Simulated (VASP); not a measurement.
Write the native input for VASP 6.6.1 that does the following.

| Item | Value |
| --- | --- |
| Task | single point |
| Functional | PBE |
| Potentials or basis | VASP PAW PBE potentials, release 64 (Sm_3, Nb_sv), 4f in core |
| Cutoff | 500 eV |
| k mesh | 6 × 6 × 6 |
| Occupations | gaussian, width 0.2 eV |
| Spin | no spin polarisation |
| Dipole correction | no |
| Mended | yes |
| Further INCAR settings | ALGO = Normal; EDIFF = 1e-06; NBANDS = 19 |

The structure of SmNb lies in POSCAR:

```
SmNb
1.0
    2.5490968858      1.4717217745      2.1213691027
   -2.5490968858      1.4717217745      2.1213691027
    0.0000000000     -2.9434435452      2.1213691054
Sm Nb
1 1
Direct
    0.0000000000      0.0000000000      0.0000000000
    0.5000000000      0.5000000000      0.5000000000
```

The cell was built from a structure type or drawn by symmetry, and may not be a known phase.

These files were run (other wordings do the same):

INCAR

```
PREC     = Accurate       # precision mode
ENCUT    = 500            # plane-wave cutoff, eV
EDIFF    = 1E-6           # SCF threshold, eV
ISMEAR   = 0              # smearing method
SIGMA    = 0.2            # smearing width, eV
LREAL    = False          # projectors in reciprocal space
LASPH    = True           # aspherical terms in the spheres
NELM     = 200            # most SCF steps
ALGO     = Normal         # electronic algorithm
ISIF     = 2              # what is computed and relaxed
LWAVE    = False          # write WAVECAR
LCHARG   = True           # write CHGCAR
GGA      = PE             # functional
LELF     = True           # ELF
LVHAR    = True         
NBANDS   = 19             # bands
GGA_COMPAT= False        
LMAXMIX  = 6              # l up to which the mixer works
```

KPOINTS

```
regular mesh
0
Gamma
  6 6 6
```

Potentials or basis: VASP PAW PBE potentials, release 64 (Sm_3, Nb_sv), 4f in core.

Launch:

```bash
$ cat potpaw_PBE.64/Sm_3/POTCAR potpaw_PBE.64/Nb_sv/POTCAR > POTCAR
$ mpirun -np 1 vasp_std > vasp.out
```

Results of the run:

The pressure is 0.5 GPa and the band gap on the k mesh is zero (bands 12 and 13 overlap by 0.84 eV).

Caveat: spin-orbit coupling is left out, which moves the levels of the heavy elements; the 4f electrons are frozen in the core, so they carry no moment and show no levels.

Wall time 11 s on 1 thread of Intel(R) Xeon(R) Platinum 8481C CPU @ 2.70GHz (Sapphire Rapids), with other jobs on the host, peak memory 0.17 GiB.
